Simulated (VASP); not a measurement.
KBr (base), 2 atoms in the cell. The structure is cubic, space group Fm-3m (No. 225). Conventional cell: a = 6.705 Å, b = 6.705 Å, c = 6.705 Å, α = 90.00°, β = 90.00°, γ = 90.00°. K (site symmetry m-3m) has 6 Br at 3.35 Å within 4.4 Å. Br (site symmetry m-3m) has 6 K at 3.35 Å within 4.4 Å. 

* Program: VASP 6.6.1
* Task: density of states
* Functional: PBE
* Potentials or basis: VASP PAW PBE potentials, release 64 (K_sv, Br)
* Cutoff: 400 eV
* k mesh: 6 × 6 × 6
* Occupations: gaussian, width 0.02 eV
* Spin: no spin polarisation
* Dipole correction: no
* k mesh for the DOS: 9 × 9 × 9
* Occupations for the DOS: tetrahedron
* Further INCAR settings: ALGO = Normal; EDIFF = 1e-06

Potentials or basis: VASP PAW PBE potentials, release 64 (K_sv, Br).

Command:

```sh
$ cat potpaw_PBE.64/K_sv/POTCAR potpaw_PBE.64/Br/POTCAR > POTCAR
$ cp INCAR.step1 INCAR
$ cp KPOINTS.step1 KPOINTS
$ mpirun -np 1 vasp_std > vasp.out
$ cp INCAR.step2 INCAR
$ cp KPOINTS.step2 KPOINTS
$ mpirun -np 1 vasp_std > vasp.out
```

Hardware: 1 thread of Intel Xeon 8259CL (shared host).

Q: How long does it take, and how much memory?

A: Wall time 36 s on 1 thread of Intel Xeon 8259CL, with other jobs on the host, peak memory 0.17 GiB. Counts: k points 35.
